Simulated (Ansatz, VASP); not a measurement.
**Pt3Pb: VASP beside Ansatz**

Contents of INCAR:

```
  PREC = Accurate
  ENCUT = 520
  EDIFF = 1E-7
  ISMEAR = -1
  SIGMA = 0.03
  LREAL = F
  LASPH = T
  NELM = 100
  ALGO = Normal
  ISIF = 2
  LWAVE = F
  LCHARG = F
  NBANDS = 30
```

Contents of KPOINTS:

```
regular mesh
0
Gamma
  9 9 9
```

File POSCAR:

```
Pt3Pb
1.0
    4.0714818266      0.0000000000      0.0000000000
    0.0000000000      4.0714818266      0.0000000000
    0.0000000000      0.0000000000      4.0714818266
Pt Pb
3 1
Direct
    0.0000000000      0.5000000000      0.5000000000
    0.5000000000      0.0000000000      0.5000000000
    0.5000000000      0.5000000000      0.0000000000
    0.0000000000      0.0000000000      0.0000000000
```

Input for Ansatz:

```yaml
crystal:
  lattice:
    - [4.0714818266, 0.0, 0.0]
    - [0.0, 4.0714818266, 0.0]
    - [0.0, 0.0, 4.0714818266]
  atoms:
    - { symbol: Pt, position: [0.0, 0.5, 0.5] }
    - { symbol: Pt, position: [0.5, 0.0, 0.5] }
    - { symbol: Pt, position: [0.5, 0.5, 0.0] }
    - { symbol: Pb, position: [0.0, 0.0, 0.0] }
kpoints:
  mp_grid: { grid: [9, 9, 9] }
  band_path:
    path:
      - [0.0, 0.0, 0.0]
      - [0.0, 0.5, 0.0]
      - [0.5, 0.5, 0.0]
      - [0.0, 0.0, 0.0]
      - [0.5, 0.5, 0.5]
      - [0.0, 0.5, 0.0]
      - [0.5, 0.5, 0.5]
      - [0.5, 0.5, 0.0]
    npoints: 5
scf:
  occupations: { method: fermi_dirac, width: 0.03 }
hamiltonian:
  xc: lda
  pseudopotentials: { kind: all_electron, lapw: { basis_error: 0.001 } }
output:
  forces: true
  stress: true
  eigenvalues: true
```

Change from the starting cell: volume scaled by 1.01.

Alike in both runs: task single point; functional LDA; k mesh 9 × 9 × 9; occupations fermi-dirac, width 0.03 eV; no spin polarisation.

|  | VASP | Ansatz |
| --- | --- | --- |
| version | VASP 6.6.1 | Ansatz 0.2.0 |
| potentials or method | VASP PAW LDA potentials, release 64 (Pt, Pb_d), cutoff 520 eV | all-electron LAPW, scalar-relativistic |

|  | VASP | Ansatz | Ansatz less VASP |
| --- | --- | --- | --- |
| pressure (GPa) | -4.3 | -4.8 | -0.57 |

LDA's correlation is that of Perdew and Zunger in VASP and of Perdew and Wang (1992) in Ansatz. Ansatz ran all-electron here, and VASP with PAW potentials.

Neither program's run includes spin-orbit coupling.
